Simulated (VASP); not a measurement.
# TaN (an interface model) in VASP: single point with PBEsol

Aim: the single point of TaN (an interface model) with PBEsol.

Program: VASP 6.6.1. These are calculated values, not measurements. Logs are shortened: lines on timing, memory, paths and dates and some standing lists are left out, and cuts for length are marked.

### Step 1. The cell of the first run

The cell holds layers of an interface, 24 atoms: a = 3.094 Å, b = 3.094 Å, c = 30.316 Å, α = 90.00°, β = 90.00°, γ = 120.00°.

### Step 2. Single point, PBEsol

File INCAR:

```
SYSTEM = TaN
  PREC = Accurate
  ENCUT = 520
  EDIFF = 1E-6
  ISMEAR = 0
  SIGMA = 0.1
  LREAL = Auto
  LASPH = .True.
  NELM = 60
  ALGO = Fast
  ISIF = 2
  LWAVE = .False.
  LCHARG = .False.
  GGA = PS
  NBANDS = 114
```

File KPOINTS:

```
regular mesh
0
Gamma
  12 12 2
  0 0 0
```

File POSCAR:

```
TaN
1.0
    3.0940796525      0.0000000000      0.0000000000
   -1.5470398263      2.6795515804      0.0000000000
    0.0000000000      0.0000000000     30.3156654887
N Ta
12 12
Direct
    0.0000000000      0.0000000000      0.0000000000
    0.3333333333      0.6666666667      0.0833333333
    0.6666666667      0.3333333333      0.1666666667
    0.0000000000      1.0000000000      0.2500000000
    0.3333333333      0.6666666667      0.3333333333
    0.6666666667      0.3333333333      0.4166666667
    0.3333333333      0.6666666667      0.9166666667
    0.6666666667      0.3333333333      0.8333333333
    0.0000000000      1.0000000000      0.7500000000
    0.3333333333      0.6666666667      0.6666666667
    0.6666666667      0.3333333333      0.5833333333
    0.0000000000      1.0000000000      0.5000000000
    0.0000000000      0.0000000000      0.1250000000
    0.6666666667      0.3333333333      0.0416666667
    0.3333333333      0.6666666667      0.2083333333
    0.0000000000      0.0000000000      0.3750000000
    0.6666666667      0.3333333333      0.2916666667
    0.3333333333      0.6666666667      0.4583333333
    0.0000000000      0.0000000000      0.8750000000
    0.6666666667      0.3333333333      0.9583333333
    0.3333333333      0.6666666667      0.7916666667
    0.0000000000      0.0000000000      0.6250000000
    0.6666666667      0.3333333333      0.7083333333
    0.3333333333      0.6666666667      0.5416666667
```

Potentials or basis: VASP PAW PBE potentials, release 64 (N, Ta_pv).

Launch:

```bash
cat potpaw_PBE.64/N/POTCAR potpaw_PBE.64/Ta_pv/POTCAR > POTCAR
mpirun -np 1 vasp_std > vasp.out
```

OUTCAR:

```text
SYSTEM = TaN
   PREC = Accurate
   ENCUT = 520
   EDIFF = 1E-6
   ISMEAR = 0
   LREAL = Auto
   LASPH = .True.
   NELM = 60
   ISIF = 2
   GGA = PS

 ion  position               nearest neighbor table
   1  0.000  0.000  0.000-  14 2.19  20 2.19  14 2.19  20 2.19  14 2.19  20 2.19
   2  0.333  0.667  0.083-  14 2.19  14 2.19  14 2.19  13 2.19  13 2.19  13 2.19
   3  0.667  0.333  0.167-  15 2.19  15 2.19  15 2.19  13 2.19  13 2.19  13 2.19
   4  0.000  0.000  0.250-  15 2.19  17 2.19  17 2.19  15 2.19  17 2.19  15 2.19
   5  0.333  0.667  0.333-  17 2.19  17 2.19  17 2.19  16 2.19  16 2.19  16 2.19
   6  0.667  0.333  0.417-  18 2.19  18 2.19  18 2.19  16 2.19  16 2.19  16 2.19
   7  0.333  0.667  0.917-  20 2.19  20 2.19  20 2.19  19 2.19  19 2.19  19 2.19
   8  0.667  0.333  0.833-  21 2.19  21 2.19  21 2.19  19 2.19  19 2.19  19 2.19
   9  0.000  0.000  0.750-  21 2.19  23 2.19  23 2.19  21 2.19  23 2.19  21 2.19
  10  0.333  0.667  0.667-  23 2.19  23 2.19  23 2.19  22 2.19  22 2.19  22 2.19
  11  0.667  0.333  0.583-  24 2.19  24 2.19  24 2.19  22 2.19  22 2.19  22 2.19
  12  0.000  0.000  0.500-  18 2.19  24 2.19  18 2.19  24 2.19  18 2.19  24 2.19
  13  0.000  0.000  0.125-   2 2.19   3 2.19   3 2.19   2 2.19   3 2.19   2 2.19  14 3.09  15 3.09
                            14 3.09  15 3.09  15 3.09  14 3.09
  14  0.667  0.333  0.042-   2 2.19   2 2.19   2 2.19   1 2.19   1 2.19   1 2.19  20 2.53  13 3.09
                            13 3.09  13 3.09
  15  0.333  0.667  0.208-   3 2.19   3 2.19   3 2.19   4 2.19   4 2.19   4 2.19  13 3.09  13 3.09
[... 5 lines left out ...]
  18  0.333  0.667  0.458-   6 2.19   6 2.19   6 2.19  12 2.19  12 2.19  12 2.19  24 2.53  16 3.09
                            16 3.09  16 3.09
  19  0.000  0.000  0.875-   7 2.19   8 2.19   8 2.19   7 2.19   8 2.19   7 2.19  20 3.09  21 3.09
                            20 3.09  21 3.09  21 3.09  20 3.09
  20  0.667  0.333  0.958-   7 2.19   7 2.19   7 2.19   1 2.19   1 2.19   1 2.19  14 2.53  19 3.09
                            19 3.09  19 3.09
  21  0.333  0.667  0.792-   8 2.19   8 2.19   8 2.19   9 2.19   9 2.19   9 2.19  19 3.09  19 3.09
                            19 3.09  23 3.09  23 3.09  23 3.09
  22  0.000  0.000  0.625-  10 2.19  11 2.19  11 2.19  10 2.19  11 2.19  10 2.19  23 3.09  24 3.09
                            23 3.09  24 3.09  24 3.09  23 3.09
  23  0.667  0.333  0.708-  10 2.19  10 2.19  10 2.19   9 2.19   9 2.19   9 2.19  22 3.09  22 3.09
                            22 3.09  21 3.09  21 3.09  21 3.09
  24  0.333  0.667  0.542-  11 2.19  11 2.19  11 2.19  12 2.19  12 2.19  12 2.19  18 2.53  22 3.09
                            22 3.09  22 3.09

  LATTYP: Found a hexagonal cell.
 ALAT       =     3.0940796525
 C/A-ratio  =     9.7979589712

  Lattice vectors:

 A1 = (   3.0940796525,   0.0000000000,   0.0000000000)
 A2 = (  -1.5470398263,   2.6795515804,   0.0000000000)
 A3 = (   0.0000000000,   0.0000000000,  30.3156654887)

Analysis of symmetry for initial positions (statically):
=====================================================================
 Subroutine PRICEL returns:
 Original cell was already a primitive cell.

 Routine SETGRP: Setting up the symmetry group for a
 hexagonal supercell.

 Subroutine GETGRP returns: Found 24 space group operations
 (whereof 12 operations were pure point group operations)
 out of a pool of 24 trial point group operations.

The static configuration has the point symmetry D_3h.
 The point group associated with its full space group is D_6h.

Analysis of symmetry for dynamics (positions and initial velocities):
=====================================================================
 Subroutine PRICEL returns:
 Original cell was already a primitive cell.

 Routine SETGRP: Setting up the symmetry group for a
 hexagonal supercell.

 Subroutine GETGRP returns: Found 24 space group operations
 (whereof 12 operations were pure point group operations)
 out of a pool of 24 trial point group operations.

The dynamic configuration has the point symmetry D_3h.
 The point group associated with its full space group is D_6h.

 Subroutine INISYM returns: Found 24 space group operations
 (whereof 12 operations are pure point group operations),
 and found     1 'primitive' translations

----------------------------------------------------------------------------------------

                                     Primitive cell

  volume of cell :     251.3395

  direct lattice vectors                    reciprocal lattice vectors
     3.094079653  0.000000000  0.000000000     0.323197885  0.186598386  0.000000000
    -1.547039826  2.679551580  0.000000000     0.000000000  0.373196772  0.000000000
     0.000000000  0.000000000 30.315665489     0.000000000  0.000000000  0.032986246

  length of vectors
     3.094079653  3.094079653 30.315665489     0.373196772  0.373196772  0.032986246

  position of ions in fractional coordinates (direct lattice)
[... 66 lines left out ...]

  Length of vectors
     0.031099731  0.031099731  0.016493123

  Shift w.r.t. Gamma in fractional coordinates (k-lattice)
     0.000000000  0.000000000  0.000000000

 Subroutine IBZKPT returns following result:
 ===========================================

 Found     38 irreducible k-points:

 Following reciprocal coordinates:
            Coordinates               Weight
  0.000000  0.000000  0.000000      1.000000
  0.083333  0.000000  0.000000      6.000000
  0.166667  0.000000  0.000000      6.000000
  0.250000  0.000000  0.000000      6.000000
  0.333333  0.000000  0.000000      6.000000
  0.416667  0.000000  0.000000      6.000000
[... 16 lines left out ...]
  0.250000  0.000000  0.500000      6.000000
  0.333333  0.000000  0.500000      6.000000
 [... further k-points ...]
   k-points           NKPTS =     38   k-points in BZ     NKDIM =     38   number of bands    NBANDS=    114
   number of dos      NEDOS =    301   number of ions     NIONS =     24
   total plane-waves  NPLWV = 138240
   dimension x,y,z NGX =    24 NGY =   24 NGZ =  240
   dimension x,y,z NGXF=    48 NGYF=   48 NGZF=  480
   ions per type =              12  12
   NGX,Y,Z   is equivalent  to a cutoff of  12.90, 12.90, 13.16 a.u.
   NGXF,Y,Z  is equivalent  to a cutoff of  25.79, 25.79, 26.32 a.u.
 SYSTEM =  TaN
   PREC   = accura    normal or accurate (medium, high low for compatibility)
   ISTART =      0    job   : 0-new  1-cont  2-samecut
   ICHARG =      2    charge: 1-file 2-atom 10-const
   ISPIN  =      1    spin polarized calculation?
   LNONCOLLINEAR =      F non collinear calculations
   LSORBIT =      F    spin-orbit coupling
   LASPH  =      T    aspherical Exc in radial PAW
   ENCUT  =  520.0 eV  38.22 Ry    6.18 a.u.   5.75  5.75 56.37*2*pi/ulx,y,z
   NELM   =     60;   NELMIN=  2; NELMDL= -5     # of ELM steps
   EDIFF  = 0.1E-05   stopping-criterion for ELM
   LREAL  =      T    real-space projection
   EDIFFG = 0.1E-04   stopping-criterion for IOM
   NSW    =      0    number of steps for IOM
   IBRION =     -1    ionic relax: 0-MD 1-quasi-New 2-CG
   NFREE  =      0    steps in history (QN), initial steepest desc. (CG)
   ISIF   =      2    stress and relaxation
   ISYM   =      2    0-nonsym 1-usesym 2-fastsym
   POTIM  = 0.5000    time-step for ionic-motion
   TEBEG  =    0.0;   TEEND  =   0.0 temperature during run
   PSTRESS=    0.0 pullay stress
   NELECT =     192.0000    total number of electrons
   NUPDOWN=      -1.0000    fix difference up-down
   EMIN   =  10.00;   EMAX   =-10.00  energy-range for DOS
   EFERMI =   0.00;   METHOD = LEGACY
   ISMEAR =     0;   SIGMA  =   0.10  broadening in eV -4-tet -1-fermi 0-gaus
   EFERMI_NEDOS =   21; number of points for ismear=-14 and -15
   IALGO  =     68    algorithm
   IMIX   =      4    mixing-type and parameters
     AMIX     =   0.40;   BMIX     =  1.00
     AMIX_MAG =   1.60;   BMIX_MAG =  1.00
  volume/ion in A,a.u.               =      10.47        70.67
  Fermi-wavevector in a.u.,A,eV,Ry     =   1.496540  2.828051 30.472044  2.239632
  Thomas-Fermi vector in A             =   2.608543
   LORBIT       =      0    0 simple, 1 ext, 2 COOP (PROOUT), +10 PAW based schemes
   GGA     = PS    functional components
   LHFCALC =     F    Hartree Fock is set to
   AEXX    =    0.0000 exact exchange contribution
   IVDW    =     0    specifies the selected vdW correction
   LEPSILON=     F    determine dielectric tensor
   LRPA    =     F    only Hartree local field effects (RPA)
 non-spin polarized calculation
 RMM-DIIS sequential band-by-band and
 Gauss-broadening in eV      SIGMA  =   0.10
  energy-cutoff  :      520.00
  volume of cell :      251.34
 maximum number of plane-waves:      6824
 NGX is ok and might be reduce to    24
   NGX = 11   NGY = 11   NGZ =113

 number of electron     191.9999997 magnetization

 Free energy of the ion-electron system (eV)
  ---------------------------------------------------
  ext. energy  EPLUGINS =         0.00000000
  ---------------------------------------------------
  free energy    TOTEN  =      -277.62558004 eV

  energy without entropy =     -277.57047163  energy(sigma->0) =     -277.59802584

 E-fermi :   9.4285     XC(G=0): -13.6572

 val. band max:        9.4228042726   @ k =   0.1667   0.0833   0.5000
 cond. band min:       9.4302539581   @ k =   0.1667   0.0000   0.5000
 fundamental gap:      0.0074496855
 Fermi energy:         9.4284945866

 k-point     1 :       0.0000    0.0000    0.0000
  band No.  band energies     occupation
      1     -27.1315      2.00000
      2     -27.0719      2.00000
      3     -27.0649      2.00000
      4     -26.9047      2.00000
      5     -26.8860      2.00000
      6     -26.6996      2.00000
[... 2653 lines left out ...]
    107      11.0948      0.00000
    108      11.0956      0.00000

 [... further k-points ...]

 [bands above 108 left out]

------------------------ aborting loop because EDIFF is reached ----------------------------------------

  FORCE on cell =-STRESS in cart. coord.  units (eV):
  Direction    XX          YY          ZZ          XY          YZ          ZX
  --------------------------------------------------------------------------------------
  -------------------------------------------------------------------------------------
  Total        2.0921562      2.0921562     16.9470936     -0.0000000      0.0000000      0.0000000
  in kB       13.3365643     13.3365643    108.0301782     -0.0000000      0.0000000      0.0000000
  external PRESSURE =      44.9011023 kB  Pullay stress =       0.0000000 kB

 VOLUME and BASIS-vectors are now :
 -----------------------------------------------------------------------------
  energy-cutoff  :      520.00
  volume of cell :      251.34
      direct lattice vectors                 reciprocal lattice vectors
     3.094079653  0.000000000  0.000000000     0.323197885  0.186598386  0.000000000
    -1.547039826  2.679551580  0.000000000     0.000000000  0.373196772  0.000000000
     0.000000000  0.000000000 30.315665489     0.000000000  0.000000000  0.032986246

 POSITION                                       TOTAL-FORCE (eV/Angst)
 -----------------------------------------------------------------------------------
      0.00000      0.00000      0.00000         0.000000     -0.000000      0.000000
     -0.00000      1.78637      2.52631        -0.000000     -0.000000      0.332663
      1.54704      0.89318      5.05261         0.000000      0.000000     -0.008799
      0.00000      0.00000      7.57892        -0.000000     -0.000000      0.000000
     -0.00000      1.78637     10.10522        -0.000000     -0.000000      0.008799
      1.54704      0.89318     12.63153         0.000000      0.000000     -0.332663
[... 16 lines left out ...]
      1.54704      0.89318     21.47360         0.000000     -0.000000     -0.054231
     -0.00000      1.78637     16.42099         0.000000     -0.000000      3.384694
 -----------------------------------------------------------------------------------
    total drift:                                0.000000      0.000000      0.000000

  FREE ENERGIE OF THE ION-ELECTRON SYSTEM (eV)
  ---------------------------------------------------
  free  energy   TOTEN  =      -277.6255800443 eV

  energy  without entropy=     -277.5704716287  energy(sigma->0) =     -277.59802584
```

Run time: 74 min. Hardware: 1 thread of Oxide Virtual Turin-like, shared host; peak memory 0.78 GiB.

Results:

| Item | Value |
| --- | --- |
| Free energy | -277.6256 eV |
| Pressure | 4.5 GPa |
| Largest force | 3.385 eV/Å |
| Band gap on the k mesh | zero (bands 96 and 97 overlap by 2.86 eV) |

Forces in eV/Å, atoms in the order of the input:
```
N    0.000  0.000  0.000
N    0.000  0.000  0.333
N    0.000  0.000 -0.009
N    0.000  0.000  0.000
N    0.000  0.000  0.009
N    0.000  0.000 -0.333
N    0.000  0.000 -0.333
N    0.000  0.000  0.009
N    0.000  0.000  0.000
N    0.000  0.000 -0.009
N    0.000  0.000  0.333
N    0.000  0.000  0.000
Ta   0.000  0.000 -0.216
Ta   0.000  0.000  3.385
Ta   0.000  0.000 -0.054
Ta   0.000  0.000  0.216
Ta   0.000  0.000  0.054
Ta   0.000  0.000 -3.385
Ta   0.000  0.000  0.216
Ta   0.000  0.000 -3.385
Ta   0.000  0.000  0.054
Ta   0.000  0.000 -0.216
Ta   0.000  0.000 -0.054
Ta   0.000  0.000  3.385
```

Stress tensor (GPa, compression positive):
```
 1.33  0.00  0.00
 0.00  1.33  0.00
 0.00  0.00 10.80
```

Levels at points of the mesh, in eV from the Fermi level:
| k point | band 93 | band 94 | band 95 | band 96 | band 97 | band 98 | band 99 | band 100 |
| --- | --- | --- | --- | --- | --- | --- | --- | --- |
| (0.00, 0.00, 0.00) | -1.63 | -1.57 | -1.35 | -1.35 | -1.16 | -1.09 | -1.09 | -0.88 |
| (0.50, 0.00, 0.00) | -0.49 | 0.74 | 1.07 | 1.70 | 1.96 | 1.97 | 2.04 | 2.08 |
| (0.00, 0.00, 0.50) | -1.53 | -1.53 | -1.53 | -1.53 | -1.03 | -1.03 | -0.83 | -0.83 |
| (0.50, 0.00, 0.50) | 0.18 | 0.18 | 1.48 | 1.48 | 1.97 | 1.97 | 2.06 | 2.06 |

Caveat: the PAW data sets were made with another functional, which shifts forces and pressure a little; spin-orbit coupling is left out, which moves the levels of the heavy elements.
